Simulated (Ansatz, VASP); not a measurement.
## Two plane-wave programs on Si

```
CELL_PARAMETERS angstrom
3.80219 0.00000 0.00000
-1.90109 3.29279 0.00000
0.00000 0.00000 6.28841
ATOMIC_POSITIONS crystal
Si 0.33333 0.66667 0.00002
Si 0.66667 0.33333 0.50002
Si 0.33333 0.66667 0.37398
Si 0.66667 0.33333 0.87398
```

Alike in both runs: functional LDA; k mesh 9 × 9 × 6; occupations gaussian, width 0.02 eV; no spin polarisation.

Ansatz relaxed the structure, and its values are those at the end. VASP's run is a single point on that final structure, the one shown.

|  | VASP | Ansatz |
| --- | --- | --- |
| version | VASP 6.6.1 | Ansatz 0.2.0 |
| potentials or method | VASP PAW LDA potentials, release 64 (Si), cutoff 520 eV | scalar-relativistic, plane waves, PAW |
| valence electrons in the cell | 16 | 16 |

Ansatz gave:

* gap on the k mesh at the Fermi level (eV): 0.31
* least direct gap on the mesh (eV): 0.99
* pressure (GPa): 0.0

**Question.** Estimate VASP's values.

**Answer.** gap on the k mesh at the Fermi level (eV): 0.31; least direct gap on the mesh (eV): 0.99; pressure (GPa): 0.1.

Ansatz warns that its potentials were made for another functional, while VASP's fit it. LDA's correlation is that of Perdew and Zunger in VASP and of Perdew and Wang (1992) in Ansatz.
